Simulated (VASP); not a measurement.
Here is a VASP 6.6.1 calculation.

The input INCAR:

```
PREC = Accurate ; ENCUT = 600
EDIFF = 1E-6 ; ISMEAR = 0
SIGMA = 0.1 ; LREAL = False
LASPH = True ; NELM = 60
ALGO = Normal ; ISIF = 3
LWAVE = False ; LCHARG = False
GGA = PE ; IBRION = 2
NSW = 90 ; EDIFFG = -0.04
```

The input KPOINTS:

```
Automatic mesh
0
Gamma
  6 6 1
```

File POSCAR:

```
Mo
1.0
    2.7346718600      0.0000000000      0.0000000000
   -1.3673359300      2.3682953000      0.0000000000
    0.0000000000      0.0000000000     19.2459252700
Mo
8
Direct
    0.0000000000      0.0000000000      0.6875000000
    0.3333333300      0.6666666700      0.8125000000
    0.6666666700      0.3333333300      0.9375000000
    0.3333333300      0.6666666700      0.0625000000
    0.6666666700      0.3333333300      0.1875000000
    0.0000000000      0.0000000000      0.3125000000
    0.3333333300      0.6666666700      0.4375000000
    0.6666666700      0.3333333300      0.5625000000
```

Potentials or basis: VASP PAW PBE potentials, release 64 (Mo_sv).

Run with:

```sh
$ cat potpaw_PBE.64/Mo_sv/POTCAR > POTCAR
$ mpirun -np 1 vasp_std > vasp.out
```

(1) Estimate the band gap on the k mesh.

(2) Predict the space group after relaxing (to 0.1 Å).

(3) Predict the relaxed cell.

(4) Predict the relaxed volume.

## Answers

(1) zero (bands 56 and 57 overlap by 1.59 eV).

(2) P-3m1 (No. 164).

(3) a = 2.778 Å, b = 2.778 Å, c = 19.280 Å, α = 90.00°, β = 90.00°, γ = 120.00°.

(4) 16.11 Å³/atom.

Caveat: the k points lie up to 0.44 Å⁻¹ apart in the final cell, too coarse for converged energies and pressures of a metal.
